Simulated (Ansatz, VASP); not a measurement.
## Two plane-wave programs on Al2B2N

The input INCAR:

```
ALGO     = Normal         # electronic algorithm
EDIFF    = 1E-6           # SCF threshold, eV
ENCUT    = 600            # plane-wave cutoff, eV
GGA      = PE             # functional
GGA_COMPAT= False        
ISIF     = 2              # what is computed and relaxed
ISMEAR   = 0              # smearing method
ISPIN    = 2              # spin polarisation
LASPH    = True           # aspherical terms in the spheres
LCHARG   = False          # write CHGCAR
LORBIT   = 11             # projections on sites
LREAL    = False          # projectors in reciprocal space
LWAVE    = False          # write WAVECAR
MAGMOM   = 0 0 0 0 1      # initial moments
NBANDS   = 20             # bands
NELM     = 200            # most SCF steps
PREC     = Accurate       # precision mode
SIGMA    = 0.1            # smearing width, eV
```

Contents of KPOINTS:

```
k-points
0
Gamma
  6 6 4
```

POSCAR

```
Al2B2N
1.0
    3.5202780300      0.0000000000      0.0000000000
   -1.7601390100      3.0486502000      0.0000000000
    0.0000000000      0.0000000000      5.8614409900
Al B N
2 2 1
Direct
    0.3333333300      0.6666666700      0.6194559900
    0.6666666700      0.3333333300      0.3805440100
    0.3333333300      0.6666666700      0.2381086100
    0.6666666700      0.3333333300      0.7618913900
    0.0000000000      0.0000000000      0.0000000000
```

Input for Ansatz:

```yaml
crystal:
  lattice:
    - [3.52027803, 0.0, 0.0]
    - [-1.76013901, 3.0486502, 0.0]
    - [0.0, 0.0, 5.86144099]
  atoms:
    - { symbol: Al, position: [0.33333333, 0.66666667, 0.61945599] }
    - { symbol: Al, position: [0.66666667, 0.33333333, 0.38054401] }
    - { symbol: B, position: [0.33333333, 0.66666667, 0.23810861] }
    - { symbol: B, position: [0.66666667, 0.33333333, 0.76189139] }
    - { symbol: "N", position: [0.0, 0.0, 0.0], spin: 1.0 }
basis:
  ecutwfc: 420
kpoints:
  mp_grid: { grid: [6, 6, 4] }
hamiltonian:
  xc: pbe
scf:
  occupations: { method: gaussian, width: 0.1 }
  lower_state_search: "off"
output:
  forces: true
  stress: true
  eigenvalues: true
  populations: true
magnetization:
  spin_polarized: true
```

Change from the starting cell: species swapped into the MgZn2Sb2 type (P-3m1, No. 164).

Alike in both runs: task single point; functional PBE; k mesh 6 × 6 × 4; occupations gaussian, width 0.1 eV; collinear spin.

```csv
,VASP,Ansatz
version,VASP 6.6.1,Ansatz 0.2.0
potentials or method,"VASP PAW PBE potentials, release 64 (Al, B, N), cutoff 600 eV","scalar-relativistic, plane waves, PAW"
valence electrons in the cell,17,17
```

VASP gave:

| Item | Value |
| --- | --- |
| gap on the k mesh at the Fermi level (eV) | none |
| pressure (GPa) | -4.5 |
| traceless stress, the component that is largest in VASP (GPa) | -8.48 |
| rms of the force components (eV/Å) | 0.938 |
| net moment per atom (μB) | 0.00 |

Task: Which values does Ansatz return?

Result: gap on the k mesh at the Fermi level (eV): none; pressure (GPa): -4.4; traceless stress, the component that is largest in VASP (GPa): -8.50; rms of the force components (eV/Å): 0.939; net moment per atom (μB): 0.00.

Atom by atom the forces differ by 0.002 eV/Å (rms over components). A gap of «none» marks a metal or a gap that the smearing closes. Ansatz's warnings: seeded moment not kept.
